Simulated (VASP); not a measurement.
Wanted: the native input for a VASP 6.6.1 run.

```yaml
Task: single point
Functional: PBE
Potentials_or_basis: VASP PAW PBE potentials, release 64 (Ni)
Cutoff: 520 eV
k_mesh: 13 × 13 × 13
Occupations: fermi-dirac, width 0.05 eV
Spin: collinear spin, ferromagnetic start
Starting_moments: "[1.0] μB"
Dipole_correction: no
Further_INCAR_settings: ALGO = Normal; EDIFF = 1e-06; NBANDS = 15
```

The structure of Ni lies in POSCAR:

```
Ni
1.0
    0.0000000000      1.7716516424      1.7716516424
    1.7716516424      0.0000000000      1.7716516424
    1.7716516424      1.7716516424      0.0000000000
Ni
1
Direct
    0.0000000000      0.0000000000      0.0000000000
```

These files were run (other wordings do the same):

INCAR

```
SYSTEM = Ni
  ALGO = Normal
  EDIFF = 1E-6
  ENCUT = 520
  GGA = PE
  ISIF = 2
  ISMEAR = -1
  ISPIN = 2
  LASPH = .True.
  LCHARG = .True.
  LELF = .True.
  LMAXMIX = 4
  LORBIT = 11
  LREAL = .False.
  LVHAR = .True.
  LWAVE = .False.
  MAGMOM = 1
  NBANDS = 15
  NELM = 150
  PREC = Accurate
  SIGMA = 0.05
```

KPOINTS

```
k-points
0
Gamma
  13 13 13
  0 0 0
```

Potentials or basis: VASP PAW PBE potentials, release 64 (Ni).

The run is started by

```console
$ cat potpaw_PBE.64/Ni/POTCAR > POTCAR
$ mpirun -np 1 vasp_std > vasp.out
```

It gave:

| Item | Value |
| --- | --- |
| Pressure | -4.0 GPa |
| Net moment | 0.63 μB per cell |
| Site moments | Ni +0.64 μB |
| Valence electrons inside the program's atomic spheres | Ni 9.27 |

Wall time 48 s on 1 thread of Intel(R) Xeon(R) Platinum 8259CL CPU @ 2.50GHz (Skylake/Cascade Lake) (shared host), peak memory 0.14 GiB.
